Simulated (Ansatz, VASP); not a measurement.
Two plane-wave programs on MgSe

File INCAR:

```
PREC     = Accurate       # precision mode
ENCUT    = 600            # plane-wave cutoff, eV
EDIFF    = 1E-6           # SCF threshold, eV
ISMEAR   = 0              # smearing method
SIGMA    = 0.02           # smearing width, eV
LREAL    = False          # projectors in reciprocal space
LASPH    = True           # aspherical terms in the spheres
NELM     = 120            # most SCF steps
ALGO     = Normal         # electronic algorithm
ISIF     = 2              # what is computed and relaxed
LWAVE    = False          # write WAVECAR
LCHARG   = False          # write CHGCAR
GGA      = PE             # functional
NBANDS   = 11             # bands
GGA_COMPAT= False
```

The input KPOINTS:

```
regular mesh
0
Gamma
  8 8 8
```

Contents of POSCAR:

```
MgSe
1.0
    0.0000000000      2.7544736754      2.7544736754
    2.7544736754      0.0000000000      2.7544736754
    2.7544736754      2.7544736754      0.0000000000
Mg Se
1 1
Direct
    0.0000000000      0.0000000000      0.0000000000
    0.5000000000      0.5000000000      0.5000000000
```

Input for Ansatz:

```yaml
crystal:
  lattice:
    - [0.0, 2.7544736754, 2.7544736754]
    - [2.7544736754, 0.0, 2.7544736754]
    - [2.7544736754, 2.7544736754, 0.0]
  atoms:
    - { symbol: Mg, position: [0.0, 0.0, 0.0] }
    - { symbol: Se, position: [0.5, 0.5, 0.5] }
basis:
  ecutwfc: 420
kpoints:
  mp_grid: { grid: [8, 8, 8] }
  band_path: { path: [VBM, CBM], npoints: 2 }
hamiltonian:
  xc: pbe
scf:
  occupations: { method: gaussian, width: 0.02 }
output:
  forces: false
  stress: false
  eigenvalues: true
checkpoint:
  read: start.run
  write: ck
  compress: false
  write_wavefunctions: false
  write_every: 100000
```

Alike in both runs: task single point; functional PBE; k mesh 8 × 8 × 8; occupations gaussian, width 0.02 eV; no spin polarisation.

```csv
,VASP,Ansatz
version,VASP 6.6.1,Ansatz 0.2.0
potentials or method,"VASP PAW PBE potentials, release 64 (Mg, Se), cutoff 600 eV","scalar-relativistic, plane waves, PAW"
valence electrons in the cell,8,26
```

Ansatz gave:

```
gap on the k mesh at the Fermi level (eV) : 1.77
least direct gap on the mesh (eV)         : 2.40
```

Question: What did VASP give for the same quantities?

Answer: gap on the k mesh at the Fermi level (eV): 1.75; least direct gap on the mesh (eV): 2.39.

With one functional, cell and mesh, what is left measures potentials, basis and numerics. VASP's potentials hold 8 valence electrons a cell and Ansatz's 26, so a difference there can come from the potentials and not from the codes.
